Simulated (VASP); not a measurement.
Input of a VASP 6.6.1 run:

The input INCAR:

```
  PREC = Accurate
  ENCUT = 600
  EDIFF = 1E-7
  ISMEAR = 0
  SIGMA = 0.05
  LREAL = F
  LASPH = T
  NELM = 60
  ALGO = Normal
  ISIF = 3
  LWAVE = F
  LCHARG = F
  GGA = PE
  IBRION = 2
  NSW = 80
  EDIFFG = -0.03
```

The input KPOINTS:

```
regular mesh
0
Gamma
  8 8 8
```

File POSCAR:

```
Hg
1.0
    1.7287050000      0.9980682971      2.2211333333
   -1.7287050000      0.9980682971      2.2211333333
    0.0000000000     -1.9961365942      2.2211333333
Hg
1
Direct
    0.0000000000      0.0000000000      0.0000000000
```

Potentials or basis: VASP PAW PBE potentials, release 64 (Hg).

Launch:

```sh
$ cat potpaw_PBE.64/Hg/POTCAR > POTCAR
$ mpirun -np 1 vasp_std > vasp.out
```

(1) Estimate the band gap on the k mesh.

(2) Predict the relaxed volume.

(3) What does it give for the relaxed cell?

Answers

(1) zero (band 6 reaches 2.41 eV, above the bottom of band 7 at 0.30 eV).

(2) 28.03 Å³/atom.

(3) a = 3.165 Å, b = 3.165 Å, c = 3.165 Å, α = 72.41°, β = 72.41°, γ = 72.41°.

Caveat: the volume moved by over 15 % at a fixed basis, so the end points are rough; spin-orbit coupling is left out, which moves the levels of the heavy elements.
